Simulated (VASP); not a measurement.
EuO, 2 atoms in the cell. It takes space group Fm-3m (No. 225, cubic). The conventional cell has a = 5.065 Å, b = 5.065 Å, c = 5.065 Å, α = 90.00°, β = 90.00°, γ = 90.00°. Within 3.3 Å of Eu (site symmetry m-3m) lie 6 O at 2.53 Å. Within 3.3 Å of O (site symmetry m-3m) lie 6 Eu at 2.53 Å. 

- Program: VASP 6.6.1
- Task: single point
- Functional: LDA
- Potentials or basis: VASP PAW PBE potentials, release 64 (Eu, O)
- Cutoff: 600 eV
- k mesh: 8 × 8 × 8
- Occupations: gaussian, width 0.05 eV
- Spin: collinear spin, ferromagnetic start
- Starting moments: [7.39, -0.08] μB
- Hubbard terms: Eu f U = 6.0 eV
- Dipole correction: no
- Further INCAR settings: ALGO = Normal; EDIFF = 1e-06; NBANDS = 22

Potentials or basis: VASP PAW PBE potentials, release 64 (Eu, O).

Run with:

```sh
$ cat potpaw_PBE.64/Eu/POTCAR potpaw_PBE.64/O/POTCAR > POTCAR
$ mpirun -np 1 vasp_std > vasp.out
```

Hardware: 1 thread of Intel Xeon 8259CL (shared host).

Q: How long does it take, and how much memory?

A: Wall time 87 s on 1 thread of Intel Xeon 8259CL, on a shared host, peak memory 0.2 GiB. Counts: scf iterations 16, k points 29.
